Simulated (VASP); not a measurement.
# MgZn2O4 (P-1) in VASP: further runs, part 2 of 2

VASP 6.6.1. The steps go on from the part before.

## 3. Single point, PBEsol, collinear spin, ferromagnetic start (Mn replaced by Zn, lengths x 0.970, strained)

INCAR

```
PREC = Accurate ; ENCUT = 750
EDIFF = 1E-6 ; ISMEAR = 0
SIGMA = 0.1 ; LREAL = F
LASPH = T ; NELM = 200
ALGO = Normal ; ISIF = 2
LWAVE = F ; LCHARG = T
ISPIN = 2 ; MAGMOM = 0 0 0 1 1 1 1
LORBIT = 11 ; GGA = PS
LELF = T ; LVHAR = T
NBANDS = 42 ; GGA_COMPAT = F
```

KPOINTS

```
Automatic mesh
0
Gamma
  8 4 4
```

POSCAR

```
MgZn2O4
1.0
    2.7141499325      0.0562716383      0.0290361654
    1.4452324449      4.6665017535     -0.0211490765
    0.0772240672      1.0461454601      5.0891512558
Mg Zn O
1 2 4
Direct
    0.5000000000      0.5000000000      0.0000000000
    0.7308020297      0.0602634334      0.7245374704
    0.2691979703      0.9397365666      0.2754625296
    0.8502237923      0.7407438591      0.1395837714
    0.3117921898      0.8122726492      0.6987767341
    0.1497762077      0.2592561409      0.8604162286
    0.6882078102      0.1877273508      0.3012232659
```

Potentials or basis: VASP PAW PBE potentials, release 64 (Mg_sv, Zn, O).

Launch:

```bash
cat potpaw_PBE.64/Mg_sv/POTCAR potpaw_PBE.64/Zn/POTCAR potpaw_PBE.64/O/POTCAR > POTCAR
mpirun -np 1 vasp_std > vasp.out
```

OUTCAR:

```text
PREC = Accurate
   ENCUT = 750
   EDIFF = 1E-6
   ISMEAR = 0
   LREAL = F
   LASPH = T
   NELM = 200
   ISIF = 2
   ISPIN = 2
   LORBIT = 11
   GGA = PS

 ion  position               nearest neighbor table
   1  0.500  0.500  0.000-   5 1.92   7 1.92   6 1.97   4 1.97   6 1.99   4 1.99
   2  0.731  0.060  0.725-   5 1.68   6 1.78   5 1.93   6 1.94   7 2.16   4 2.37   3 2.78   3 2.92

   3  0.269  0.940  0.275-   7 1.68   4 1.78   7 1.93   4 1.94   5 2.16   6 2.37   2 2.78   2 2.92

   4  0.850  0.741  0.140-   3 1.78   3 1.94   1 1.97   1 1.99   2 2.37
   5  0.312  0.812  0.699-   2 1.68   1 1.92   2 1.93   3 2.16
   6  0.150  0.259  0.860-   2 1.78   2 1.94   1 1.97   1 1.99   3 2.37
   7  0.688  0.188  0.301-   3 1.68   1 1.92   3 1.93   2 2.16

  LATTYP: Found a triclinic cell.
 ALAT       =     6.2932592889
 B/A-ratio  =     0.4313962534
 C/A-ratio  =     0.8256671480
 COS(alpha) =     0.0295057354
 COS(beta)  =     0.1621390564
 COS(gamma) =     0.6763148015

  Lattice vectors:

 A1 = (  -4.1593823774,  -4.7227733918,  -0.0078870889)
 A2 = (  -2.7141499325,  -0.0562716383,  -0.0290361654)
 A3 = (  -0.0772240672,  -1.0461454601,  -5.0891512558)

Analysis of symmetry for initial positions (statically):
=====================================================================
 Subroutine PRICEL returns:
 Original cell was already a primitive cell.

 Routine SETGRP: Setting up the symmetry group for a
 triclinic supercell.

 Subroutine GETGRP returns: Found  2 space group operations
 (whereof  2 operations were pure point group operations)
 out of a pool of  2 trial point group operations.

The static configuration has the point symmetry S_2 .

Analysis of symmetry for dynamics (positions and initial velocities):
=====================================================================
 Subroutine PRICEL returns:
 Original cell was already a primitive cell.

 Routine SETGRP: Setting up the symmetry group for a
 triclinic supercell.

 Subroutine GETGRP returns: Found  2 space group operations
 (whereof  2 operations were pure point group operations)
 out of a pool of  2 trial point group operations.

The dynamic configuration has the point symmetry S_2 .

Analysis of structural, dynamic, and magnetic symmetry:
=====================================================================
 Subroutine PRICEL returns:
 Original cell was already a primitive cell.

 Routine SETGRP: Setting up the symmetry group for a
 triclinic supercell.

 Subroutine GETGRP returns: Found  2 space group operations
 (whereof  2 operations were pure point group operations)
 out of a pool of  2 trial point group operations.

The overall configuration has the point symmetry S_2 .

 Subroutine INISYM returns: Found  2 space group operations
 (whereof  2 operations are pure point group operations),
 and found     1 'primitive' translations

----------------------------------------------------------------------------------------

                                     Primitive cell

  volume of cell :      64.1366

  direct lattice vectors                    reciprocal lattice vectors
     2.714149932  0.056271638  0.029036165     0.370625498 -0.114702682  0.017954759
[... 105 lines left out ...]
   TEBEG  =    0.0;   TEEND  =   0.0 temperature during run
   PSTRESS=    0.0 pullay stress
   NELECT =      58.0000    total number of electrons
   NUPDOWN=      -1.0000    fix difference up-down
   EMIN   =  10.00;   EMAX   =-10.00  energy-range for DOS
   EFERMI =   0.00;   METHOD = LEGACY
   ISMEAR =     0;   SIGMA  =   0.10  broadening in eV -4-tet -1-fermi 0-gaus
   EFERMI_NEDOS =   21; number of points for ismear=-14 and -15
   IALGO  =     38    algorithm
   IMIX   =      4    mixing-type and parameters
     AMIX     =   0.40;   BMIX     =  1.00
     AMIX_MAG =   1.60;   BMIX_MAG =  1.00
  volume/ion in A,a.u.               =       9.16        61.83
  Fermi-wavevector in a.u.,A,eV,Ry     =   1.583126  2.991675 34.100124  2.506288
  Thomas-Fermi vector in A             =   2.682944
   LORBIT       =     11    0 simple, 1 ext, 2 COOP (PROOUT), +10 PAW based schemes
   GGA     = PS    functional components
   LHFCALC =     F    Hartree Fock is set to
   AEXX    =    0.0000 exact exchange contribution
   IVDW    =     0    specifies the selected vdW correction
   LEPSILON=     F    determine dielectric tensor
   LRPA    =     F    only Hartree local field effects (RPA)
 spin polarized calculation
 Gauss-broadening in eV      SIGMA  =   0.10
  energy-cutoff  :      750.00
  volume of cell :       64.14
 maximum number of plane-waves:      3020
   NGX = 13   NGY = 21   NGZ = 23

 number of electron      57.9999994 magnetization       1.5433833

 Free energy of the ion-electron system (eV)
  ---------------------------------------------------
  ext. energy  EPLUGINS =         0.00000000
  ---------------------------------------------------
  free energy    TOTEN  =       -32.53532591 eV

  energy without entropy =      -32.52089084  energy(sigma->0) =      -32.52810837

 E-fermi :   2.7126     XC(G=0): -12.0358

 val. band max:        2.7119314333   @ k =   0.1250  -0.0000  -0.0000
 cond. band min:       2.7148287245   @ k =   0.0000   0.5000   0.5000
 fundamental gap:      0.0028972912
 Fermi energy:         2.7125638255

 spin component 1

 k-point     1 :       0.0000    0.0000    0.0000
  band No.  band energies     occupation
      1     -69.3000      1.00000
      2     -36.3108      1.00000
      3     -36.2466      1.00000
      4     -36.2424      1.00000
      5     -17.2886      1.00000
      6     -15.8353      1.00000
[... 1045 lines left out ...]
     40      16.9610      0.00000
     41      18.8402      0.00000

 [... further k-points ...]

 spin component 2

 k-point     1 :       0.0000    0.0000    0.0000
  band No.  band energies     occupation
      1     -69.2947      1.00000
      2     -36.3021      1.00000
      3     -36.2407      1.00000
      4     -36.2349      1.00000
      5     -16.8945      1.00000
      6     -15.3710      1.00000
[... 1045 lines left out ...]
     40      17.1504      0.00000
     41      19.0120      0.00000

 [... further k-points ...]

 [bands above 41 left out]

------------------------ aborting loop because EDIFF is reached ----------------------------------------

  FORCE on cell =-STRESS in cart. coord.  units (eV):
  Direction    XX          YY          ZZ          XY          YZ          ZX
  --------------------------------------------------------------------------------------
  -------------------------------------------------------------------------------------
  Total       23.7949766     21.0732372     10.0146275     -8.4782776      3.4644175     -1.5567155
  in kB      594.4152605    526.4242957    250.1724411   -211.7933417     86.5435877    -38.8878490
  external PRESSURE =     457.0039991 kB  Pullay stress =       0.0000000 kB

 VOLUME and BASIS-vectors are now :
 -----------------------------------------------------------------------------
  energy-cutoff  :      750.00
  volume of cell :       64.14
      direct lattice vectors                 reciprocal lattice vectors
     2.714149932  0.056271638  0.029036165     0.370625498 -0.114702682  0.017954759
     1.445232445  4.666501754 -0.021149076    -0.003991463  0.215329123 -0.044203313
     0.077224067  1.046145460  5.089151256    -0.002131192  0.001549284  0.196210282

 POSITION                                       TOTAL-FORCE (eV/Angst)
 -----------------------------------------------------------------------------------
      2.07969      2.36139      0.00394         0.000000     -0.000000      0.000000
      2.12655      1.08031      3.70723        -2.077075      2.137751     -0.103078
      2.11005      4.68860      1.38981         2.077075     -2.137751      0.103078
      3.38896      3.65055      0.71938         1.105974     -1.667648      0.128049
      2.07414      4.53904      3.54805         3.007780     -3.517659     -2.239181
      0.84765      2.11837      4.37765        -1.105974      1.667648     -0.128049
      2.16247      1.22988      1.54898        -3.007780      3.517659      2.239181
 -----------------------------------------------------------------------------------
    total drift:                                0.000000      0.000000      0.000000

  FREE ENERGIE OF THE ION-ELECTRON SYSTEM (eV)
  ---------------------------------------------------
  free  energy   TOTEN  =       -32.5353259071 eV

  energy  without entropy=      -32.5208908362  energy(sigma->0) =      -32.52810837

 total charge

# of ion       s       p       d       tot
------------------------------------------
    1        2.087   6.039   0.061   8.186
    2        0.587   0.794   9.931  11.312
    3        0.587   0.794   9.931  11.312
    4        1.560   3.522   0.000   5.083
    5        1.572   3.502   0.000   5.074
    6        1.560   3.522   0.000   5.083
    7        1.572   3.502   0.000   5.074
--------------------------------------------------
tot          9.525  21.676  19.922  51.124

 magnetization (x)

# of ion       s       p       d       tot
------------------------------------------
    1       -0.001   0.004   0.003   0.006
    2       -0.004  -0.008   0.191   0.179
    3       -0.004  -0.008   0.191   0.179
    4        0.006   0.223   0.000   0.229
    5        0.005   0.284   0.000   0.290
    6        0.006   0.223   0.000   0.229
    7        0.005   0.284   0.000   0.290
--------------------------------------------------
tot          0.015   1.002   0.385   1.402
```

Run time: 5.2 min. Hardware: 1 thread of AMD EPYC 9R45 (Zen 5), shared host; peak memory 0.55 GiB.

Results:

| Property | Result |
| --- | --- |
| Free energy | -32.5353 eV |
| Pressure | 45.7 GPa |
| Largest force | 5.141 eV/Å |
| Net moment | 1.54 μB per cell |
| Site moments | Mg +0.01; Zn +0.18; O +0.23, +0.29 (each value once) μB |
| Valence electrons inside the program's atomic spheres | Mg 8.19; Zn 11.31; O 5.08, 5.07 (each value once) |

Forces on the atoms (eV/Å):
```
Mg   0.000  0.000  0.000
Zn  -2.077  2.138 -0.103
Zn   2.077 -2.138  0.103
O    1.106 -1.668  0.128
O    3.008 -3.518 -2.239
O   -1.106  1.668 -0.128
O   -3.008  3.518  2.239
```

Caveat: the cell differs from its parent crystal (Mn replaced by Zn, lengths x 0.970, strained); the cell stands under pressure; the PAW data sets were made with another functional, which shifts forces and pressure a little.
